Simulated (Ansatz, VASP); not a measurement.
**Ta: VASP beside Ansatz**

```
Ta
1.0
     2.31516    0.00000    0.00000
     0.00000    2.31516    0.00000
     0.00000    0.00000    2.31516
Ta
1
Direct
  0.00000 0.00000 0.00000
```

Change from the starting cell: volume scaled by 0.6, LAPW.

Alike in both runs: task single point; functional PBE; k mesh 14 × 14 × 14; occupations fermi-dirac, width 0.08 eV; no spin polarisation.

|  | VASP | Ansatz |
| --- | --- | --- |
| version | VASP 6.6.1 | Ansatz 0.2.0 |
| potentials or method | VASP PAW PBE potentials, release 64 (Ta_pv), cutoff 520 eV | all-electron LAPW, scalar-relativistic |

|  | VASP | Ansatz | Ansatz less VASP |
| --- | --- | --- | --- |
| pressure (GPa) | 202.4 | 195.8 | -6.53 |

Both programs put the cell under a high pressure, so it lies far from rest at this level. Ansatz ran all-electron here, and VASP with PAW potentials.

Neither program's run includes spin-orbit coupling. Noted on VASP's run: the cell as given lies far from equilibrium.
